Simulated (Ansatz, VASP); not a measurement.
**Ba2H3 in VASP and in Ansatz**

INCAR

```
ALGO = Normal ; EDIFF = 1E-7
EDIFFG = -0.01 ; ENCUT = 910
GGA = PE ; GGA_COMPAT = False
IBRION = 2 ; ISIF = 3
ISMEAR = 0 ; LASPH = True
LCHARG = False ; LREAL = False
LWAVE = False ; NELM = 120
NELMIN = 4 ; NSW = 100
PREC = Accurate ; SIGMA = 0.1
```

KPOINTS

```
k-points
0
Gamma
  6 6 8
```

The input POSCAR:

```
Ba2H3
1.0
    7.1214850709      0.0000000000      0.0000000000
   -3.5607425354      6.1673869840      0.0000000000
    0.0000000000      0.0000000000      4.7721390785
Ba H
2 3
Direct
    0.3333333333      0.6666666667      0.5000000000
    0.6666666667      0.3333333333      0.5000000000
    0.3333333333      0.6666666667      0.0000000000
    0.6666666667      0.3333333333      0.0000000000
    0.0000000000      0.0000000000      0.0000000000
```

Input for Ansatz:

```yaml
crystal:
  lattice:
    - [7.1214850709, 0.0, 0.0]
    - [-3.5607425354, 6.167386984, 0.0]
    - [0.0, 0.0, 4.7721390785]
  atoms:
    - { symbol: Ba, position: [0.3333333333, 0.6666666667, 0.5] }
    - { symbol: Ba, position: [0.6666666667, 0.3333333333, 0.5] }
    - { symbol: H, position: [0.3333333333, 0.6666666667, 0.0] }
    - { symbol: H, position: [0.6666666667, 0.3333333333, 0.0] }
    - { symbol: H, position: [0.0, 0.0, 0.0] }
basis:
  ecutwfc: 420
kpoints:
  mp_grid: { grid: [6, 6, 8] }
hamiltonian:
  xc: pbe
scf:
  occupations: { method: gaussian, width: 0.1 }
output:
  forces: true
  stress: true
  eigenvalues: true
  write_density: true
  write_potential: true
  elf: true
  volumetric_format: npy
relax:
  adjacent_minimum: "off"
  f_tol: 0.01
  max_steps: 80
  cell: { stress_tol: 0.05 }
```

Alike in both runs: task relaxation of cell and atoms; functional PBE; k mesh 6 × 6 × 8; occupations gaussian, width 0.1 eV; no spin polarisation.

|  | VASP | Ansatz |
| --- | --- | --- |
| version | VASP 6.6.1 | Ansatz 0.2.0 |
| potentials or method | VASP PAW PBE potentials, release 64 (Ba_sv, H_h), cutoff 910 eV | scalar-relativistic, plane waves, PAW |
| valence electrons in the cell | 23 | 23 |

|  | VASP | Ansatz | Ansatz less VASP |
| --- | --- | --- | --- |
| gap on the k mesh at the Fermi level, each at its own relaxed structure (eV) | none | none | - |
| relaxed volume (Å³/atom) | 43.22 | 42.52 | -0.699 |
| relaxed cell length with the largest relative difference (Å) | 4.817 | 4.775 | -0.0424 |

A gap of «none» marks a metal or a gap that the smearing closes.

Spin-orbit coupling is off throughout.
